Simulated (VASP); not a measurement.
Write the native input for VASP 6.6.1 that does the following.

```yaml
Task: single point
Functional: PBE
Potentials_or_basis: VASP PAW PBE potentials, release 64 (Ru_pv)
Cutoff: 520 eV
k_mesh: 15 × 15 × 1
Occupations: gaussian, width 0.1 eV
Spin: no spin polarisation
Dipole_correction: yes
Further_INCAR_settings: ALGO = Fast; EDIFF = 1e-07; NBANDS = 51
```

The structure of Ru lies in POSCAR:

```
Ru
1.0
    2.7199966806      0.0000000000      0.0000000000
   -1.3599983403      2.3555862236      0.0000000000
    0.0000000000      0.0000000000     25.7419270485
Ru
6
Direct
    0.6666666667      0.3333333333      0.2942969452
    0.3333333333      0.6666666667      0.3743760275
    0.6666666667      0.3333333333      0.4576512448
    0.3333333333      0.6666666667      0.5423487538
    0.6666666667      0.3333333333      0.6256239722
    0.3333333333      0.6666666667      0.7057030565
```

The input as run:

INCAR

```
SYSTEM = Ru
ALGO = Fast ; DIPOL = 0.5 0.5 0.500
EDIFF = 1E-7 ; ENCUT = 520
GGA = PE ; IDIPOL = 3
ISIF = 2 ; ISMEAR = 0
LASPH = .TRUE. ; LCHARG = .FALSE.
LDIPOL = .TRUE. ; LREAL = .FALSE.
LWAVE = .FALSE. ; NBANDS = 51
NELM = 60 ; PREC = Accurate
SIGMA = 0.1
```

KPOINTS

```
k-points
0
G
  15 15 1
  0 0 0
```

Potentials or basis: VASP PAW PBE potentials, release 64 (Ru_pv).

The run is started by

```bash
$ cat potpaw_PBE.64/Ru_pv/POTCAR > POTCAR
$ mpirun -np 1 vasp_std > vasp.out
```

It gave:

| Property | Result |
| --- | --- |
| Largest force | 0.014 eV/Å |
| Band gap on the k mesh | zero (band 42 reaches 5.14 eV, above the bottom of band 43 at 2.74 eV) |

It took 8.9 min on 1 thread of Intel(R) Xeon(R) Platinum 8259CL CPU @ 2.50GHz (Skylake/Cascade Lake), with other jobs on the host, peak memory 0.34 GiB.
